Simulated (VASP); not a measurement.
# TiSi2 (Immm) in VASP: a series of runs

TiSi2 is run at these levels: r2SCAN; tasks: single point.

Everything below comes from runs of VASP 6.6.1. Logs are shortened: lines on timing, memory, paths and dates and some standing lists are left out, and cuts for length are marked.

### 1 The cell of the first run

The structure is orthorhombic, space group Immm (No. 71). Conventional cell: a = 2.946 Å, b = 3.424 Å, c = 8.424 Å, α = 90.00°, β = 90.00°, γ = 90.00°. Within 3.5 Å of Ti (site symmetry mmm) lie 10 Si at 2.67 to 2.78 Å and 4 Ti at 2.95 to 3.42 Å. Si (site symmetry mm2) has 9 Si at 2.63 to 3.42 Å and 5 Ti at 2.67 to 2.78 Å within 3.5 Å.

### 2 Single point, r2SCAN

File POSCAR:

```
TiSi2
1.0
   -1.4728720000      1.7121300000      4.2120830000
    1.4728720000     -1.7121300000      4.2120830000
    1.4728720000      1.7121300000     -4.2120830000
Ti Si
1 2
Direct
    0.0000000000      0.0000000000      0.0000000000
    0.6700780000      0.6700780000      0.0000000000
    0.3299220000      0.3299220000      0.0000000000
```

File INCAR.step1:

```
PREC = Accurate
ENCUT = 520
ISMEAR = -1
SIGMA = 0.05
LREAL = F
LASPH = T
NELM = 100
NBANDS = 17
GGA = PE
ALGO = Normal
EDIFF = 1E-4
LWAVE = T
LCHARG = F
```

File INCAR.step2:

```
PREC = Accurate
ENCUT = 520
EDIFF = 1E-6
ISMEAR = -1
SIGMA = 0.05
LREAL = F
LASPH = T
NELM = 100
ALGO = Normal
ISIF = 2
LWAVE = F
LCHARG = F
METAGGA = R2SCAN
LMIXTAU = T
NBANDS = 17
ISTART = 1
```

File KPOINTS:

```
Automatic mesh
0
Gamma
  12 12 12
```

Potentials or basis: VASP PAW PBE potentials, release 64 (Ti_sv, Si).

Run with:

```
cat potpaw_PBE.64/Ti_sv/POTCAR potpaw_PBE.64/Si/POTCAR > POTCAR
cp INCAR.step1 INCAR
mpirun -np 1 vasp_std > vasp.out
cp INCAR.step2 INCAR
mpirun -np 1 vasp_std > vasp.out
```

OUTCAR:

```text
PREC = Accurate
   ENCUT = 520
   EDIFF = 1E-6
   ISMEAR = -1
   LREAL = F
   LASPH = T
   NELM = 100
   ISIF = 2
   METAGGA = R2SCAN
   ISTART = 1

 ion  position               nearest neighbor table
   1  0.000  0.000  0.000-   2 2.67   2 2.67   2 2.67   3 2.67   2 2.67   3 2.67   3 2.67   3 2.67
                             2 2.78   3 2.78
   2  0.670  0.670  0.000-   3 2.63   3 2.63   3 2.63   3 2.63   1 2.67   1 2.67   1 2.67   1 2.67
                             1 2.78   3 2.87
   3  0.330  0.330  0.000-   2 2.63   2 2.63   2 2.63   2 2.63   1 2.67   1 2.67   1 2.67   1 2.67
                             1 2.78   2 2.87

  LATTYP: Found a body centered orthorhombic cell.
 ALAT       =     2.9457440000
 B/A-ratio  =     1.1624431723
 C/A-ratio  =     2.8597753233

  Lattice vectors:

 A1 = (  -1.4728720000,   1.7121300000,   4.2120830000)
 A2 = (   1.4728720000,  -1.7121300000,   4.2120830000)
 A3 = (   1.4728720000,   1.7121300000,  -4.2120830000)

Analysis of symmetry for initial positions (statically):
=====================================================================
 Subroutine PRICEL returns:
 Original cell was already a primitive cell.

 Routine SETGRP: Setting up the symmetry group for a
 body centered orthorhombic supercell.

 Subroutine GETGRP returns: Found  8 space group operations
 (whereof  8 operations were pure point group operations)
 out of a pool of  8 trial point group operations.

The static configuration has the point symmetry D_2h.

Analysis of symmetry for dynamics (positions and initial velocities):
=====================================================================
 Subroutine PRICEL returns:
 Original cell was already a primitive cell.

 Routine SETGRP: Setting up the symmetry group for a
 body centered orthorhombic supercell.

 Subroutine GETGRP returns: Found  8 space group operations
 (whereof  8 operations were pure point group operations)
 out of a pool of  8 trial point group operations.

The dynamic configuration has the point symmetry D_2h.

 Subroutine INISYM returns: Found  8 space group operations
 (whereof  8 operations are pure point group operations),
 and found     1 'primitive' translations

----------------------------------------------------------------------------------------

                                     Primitive cell

  volume of cell :      42.4873

  direct lattice vectors                    reciprocal lattice vectors
    -1.472872000  1.712130000  4.212083000     0.000000000  0.292033899  0.118706113
     1.472872000 -1.712130000  4.212083000     0.339472812  0.000000000  0.118706113
     1.472872000  1.712130000 -4.212083000     0.339472812  0.292033899  0.000000000

  length of vectors
     4.779370698  4.779370698  4.779370698     0.315237909  0.359628880  0.447800836

  position of ions in fractional coordinates (direct lattice)
     0.000000000  0.000000000  0.000000000
     0.670078000  0.670078000  0.000000000
     0.329922000  0.329922000  0.000000000

  ion indices of the primitive-cell ions
   primitive index   ion index
                 1           1
                 2           2
                 3           3

----------------------------------------------------------------------------------------

 KPOINTS: Automatic mesh

Automatic generation of k-mesh.
 Grid dimensions read from file:
 generate k-points for:   12   12   12

 Generating k-lattice:

  Cartesian coordinates                     Fractional coordinates (reciprocal lattice)
     0.000000000  0.024336158  0.009892176     0.083333333  0.000000000 -0.000000000
     0.028289401  0.000000000  0.009892176     0.000000000  0.083333333  0.000000000
     0.028289401  0.024336158  0.000000000    -0.000000000  0.000000000  0.083333333

  Length of vectors
     0.026269826  0.029969073  0.037316736

  Shift w.r.t. Gamma in fractional coordinates (k-lattice)
     0.000000000  0.000000000  0.000000000

 Subroutine IBZKPT returns following result:
 ===========================================

 Found    280 irreducible k-points:

 Following reciprocal coordinates:
            Coordinates               Weight
  0.000000  0.000000  0.000000      1.000000
  0.083333  0.000000 -0.000000      4.000000
  0.166667 -0.000000  0.000000      4.000000
  0.250000  0.000000 -0.000000      4.000000
  0.333333  0.000000  0.000000      4.000000
  0.416667 -0.000000  0.000000      4.000000
[... 16 lines left out ...]
  0.250000  0.166667 -0.000000      8.000000
  0.333333  0.166667  0.000000      8.000000
 [... further k-points ...]
   k-points           NKPTS =    280   k-points in BZ     NKDIM =    280   number of bands    NBANDS=     17
   number of dos      NEDOS =    301   number of ions     NIONS =      3
   total plane-waves  NPLWV =  46656
   dimension x,y,z NGX =    36 NGY =   36 NGZ =   36
   dimension x,y,z NGXF=    72 NGYF=   72 NGZF=   72
   ions per type =               1   2
   NGX,Y,Z   is equivalent  to a cutoff of  12.52, 12.52, 12.52 a.u.
   NGXF,Y,Z  is equivalent  to a cutoff of  25.04, 25.04, 25.04 a.u.
 SYSTEM =  unknown system
   PREC   = accura    normal or accurate (medium, high low for compatibility)
   ISTART =      1    job   : 0-new  1-cont  2-samecut
   ICHARG =      0    charge: 1-file 2-atom 10-const
   ISPIN  =      1    spin polarized calculation?
   LNONCOLLINEAR =      F non collinear calculations
   LSORBIT =      F    spin-orbit coupling
   LASPH  =      T    aspherical Exc in radial PAW
   ENCUT  =  520.0 eV  38.22 Ry    6.18 a.u.   8.89  8.89  8.89*2*pi/ulx,y,z
   NELM   =    100;   NELMIN=  2; NELMDL=  0     # of ELM steps
   EDIFF  = 0.1E-05   stopping-criterion for ELM
   LREAL  =      F    real-space projection
   EDIFFG = 0.1E-04   stopping-criterion for IOM
   NSW    =      0    number of steps for IOM
   IBRION =     -1    ionic relax: 0-MD 1-quasi-New 2-CG
   NFREE  =      0    steps in history (QN), initial steepest desc. (CG)
   ISIF   =      2    stress and relaxation
   ISYM   =      2    0-nonsym 1-usesym 2-fastsym
   POTIM  = 0.5000    time-step for ionic-motion
   TEBEG  =    0.0;   TEEND  =   0.0 temperature during run
   PSTRESS=    0.0 pullay stress
   NELECT =      20.0000    total number of electrons
   NUPDOWN=      -1.0000    fix difference up-down
   EMIN   =  10.00;   EMAX   =-10.00  energy-range for DOS
   EFERMI =   0.00;   METHOD = LEGACY
   ISMEAR =    -1;   SIGMA  =   0.05  broadening in eV -4-tet -1-fermi 0-gaus
   EFERMI_NEDOS =   21; number of points for ismear=-14 and -15
   IALGO  =     38    algorithm
   IMIX   =      4    mixing-type and parameters
     AMIX     =   0.40;   BMIX     =  1.00
     AMIX_MAG =   1.60;   BMIX_MAG =  1.00
  volume/ion in A,a.u.               =      14.16        95.57
  Fermi-wavevector in a.u.,A,eV,Ry     =   1.273499  2.406564 22.065925  1.621800
  Thomas-Fermi vector in A             =   2.406319
   LORBIT       =      0    0 simple, 1 ext, 2 COOP (PROOUT), +10 PAW based schemes
   METAGGA = R2SCAN    functional components
   LHFCALC =     F    Hartree Fock is set to
   AEXX    =    0.0000 exact exchange contribution
   IVDW    =     0    specifies the selected vdW correction
   LEPSILON=     F    determine dielectric tensor
   LRPA    =     F    only Hartree local field effects (RPA)
 non-spin polarized calculation
  energy-cutoff  :      520.00
  volume of cell :       42.49
 maximum number of plane-waves:      1174
   NGX = 17   NGY = 17   NGZ = 17

 number of electron      19.9999998 magnetization

 Free energy of the ion-electron system (eV)
  ---------------------------------------------------
  ext. energy  EPLUGINS =         0.00000000
  ---------------------------------------------------
  free energy    TOTEN  =       -31.52730144 eV

  energy without entropy =      -31.51693633  energy(sigma->0) =      -31.52211888

 E-fermi :  10.0479     XC(G=0): -12.5396

 val. band max:       10.0453974141   @ k =  -0.3333  -0.3333   0.0833
 cond. band min:      10.0485454867   @ k =   0.5000   0.5000   0.3333
 fundamental gap:      0.0031480726
 Fermi energy:        10.0479449161

 k-point     1 :       0.0000    0.0000    0.0000
  band No.  band energies     occupation
      1     -48.5984      2.00000
      2     -23.8858      2.00000
      3     -23.8624      2.00000
      4     -23.6018      2.00000
      5      -3.3097      2.00000
      6       4.9260      2.00000
[... 9 lines left out ...]
     16      15.8385      0.00000
     17      16.1447      0.00000

 k-point     2 :       0.0833    0.0000   -0.0000
  band No.  band energies     occupation
      1     -48.5979      2.00000
      2     -23.8853      2.00000
      3     -23.8692      2.00000
      4     -23.6013      2.00000
      5      -3.2023      2.00000
      6       4.6597      2.00000
[... 9 lines left out ...]
     16      15.7423      0.00000
     17      16.2810      0.00000

 k-point     3 :       0.1667   -0.0000    0.0000
  band No.  band energies     occupation
      1     -48.5967      2.00000
      2     -23.8880      2.00000
      3     -23.8837      2.00000
      4     -23.6000      2.00000
      5      -2.8838      2.00000
      6       4.1459      2.00000
[... 9 lines left out ...]
     16      16.1644      0.00000
     17      16.6633      0.00000

 k-point     4 :       0.2500    0.0000   -0.0000
  band No.  band energies     occupation
      1     -48.5950      2.00000
      2     -23.9133      2.00000
      3     -23.8818      2.00000
      4     -23.5982      2.00000
      5      -2.3649      2.00000
      6       3.3965      2.00000
[... 9 lines left out ...]
     16      17.1329      0.00000
     17      18.0553      0.00000
[... 343 lines left out ...]
      1     -48.5869      2.00000
      2     -23.8774      2.00000
      3     -23.8741      2.00000
      4     -23.6911      2.00000
      5      -2.2380      2.00000
      6       3.6573      2.00000
[... 9 lines left out ...]
     16      15.9260      0.00000
     17      16.8720      0.00000

 k-point    23 :       0.2500    0.1667   -0.0000
  band No.  band energies     occupation
      1     -48.5852      2.00000
      2     -23.9016      2.00000
      3     -23.8724      2.00000
      4     -23.6887      2.00000
      5      -1.6945      2.00000
      6       3.1886      2.00000
[... 9 lines left out ...]
     16      16.0188      0.00000
     17      18.1768      0.00000

 k-point    24 :       0.3333    0.1667    0.0000
  band No.  band energies     occupation
      1     -48.5836      2.00000
      2     -23.9260      2.00000
      3     -23.8701      2.00000
      4     -23.6863      2.00000
      5      -0.9839      2.00000
      6       2.4595      2.00000
[... 9 lines left out ...]
     16      15.5887      0.00000
     17      18.1939      0.00000

 [... further k-points ...]

------------------------ aborting loop because EDIFF is reached ----------------------------------------

  FORCE on cell =-STRESS in cart. coord.  units (eV):
  Direction    XX          YY          ZZ          XY          YZ          ZX
  --------------------------------------------------------------------------------------
  -------------------------------------------------------------------------------------
  Total       -0.4035106     -0.5060191     -0.7440323     -0.0000000      0.0000000      0.0000000
  in kB      -15.2162226    -19.0817793    -28.0571607     -0.0000000      0.0000000      0.0000000
  external PRESSURE =     -20.7850542 kB  Pullay stress =       0.0000000 kB

 VOLUME and BASIS-vectors are now :
 -----------------------------------------------------------------------------
  energy-cutoff  :      520.00
  volume of cell :       42.49
      direct lattice vectors                 reciprocal lattice vectors
    -1.472872000  1.712130000  4.212083000     0.000000000  0.292033899  0.118706113
     1.472872000 -1.712130000  4.212083000     0.339472812  0.000000000  0.118706113
     1.472872000  1.712130000 -4.212083000     0.339472812  0.292033899  0.000000000

 POSITION                                       TOTAL-FORCE (eV/Angst)
 -----------------------------------------------------------------------------------
      0.00000      0.00000      0.00000         0.000000     -0.000000      0.000000
      0.00000      0.00000      5.64485        -0.000000     -0.000000      0.056047
      0.00000      0.00000      2.77932         0.000000      0.000000     -0.056047
 -----------------------------------------------------------------------------------
    total drift:                               -0.000000      0.000000     -0.000000

  FREE ENERGIE OF THE ION-ELECTRON SYSTEM (eV)
  ---------------------------------------------------
  free  energy   TOTEN  =       -31.5273014368 eV

  energy  without entropy=      -31.5169363310  energy(sigma->0) =      -31.52211888
```

Run time: 16 min. Hardware: 1 thread of Intel Xeon 8259CL, shared host; peak memory 0.36 GiB.

Results:

* Free energy: -31.5273 eV
* Pressure: -2.1 GPa
* Largest force: 0.056 eV/Å
* Band gap on the k mesh: zero (bands 10 and 11 overlap by 2.56 eV)

Forces on the atoms (eV/Å):
```
Ti   0.000  0.000  0.000
Si   0.000  0.000  0.056
Si   0.000  0.000 -0.056
```

Levels at points of the mesh, in eV from the Fermi level:
```tsv
k point	band 6	band 7	band 8	band 9	band 10	band 11	band 12	band 13	band 14	band 15
(0.00, 0.00, 0.00)	-5.12	-4.41	-2.34	-0.71	0.86	2.16	2.61	3.20	3.98	4.27
(0.50, 0.00, 0.00)	-9.69	-4.76	-4.02	-0.77	1.07	2.24	2.76	3.75	4.17	5.83
(0.00, 0.50, 0.00)	-8.65	-3.97	-3.60	-0.98	-0.44	1.04	2.86	3.59	4.21	4.51
(0.50, 0.50, 0.00)	-5.68	-5.50	-4.88	-3.11	-1.39	-0.88	2.85	3.11	3.32	3.69
(0.50, 0.50, 0.50)	-9.43	-1.51	-1.37	-0.41	0.50	2.17	2.58	2.67	3.86	4.17
```

Caveat: the PAW data sets were made with another functional, which shifts forces and pressure a little.

[end of part 1 of 2]
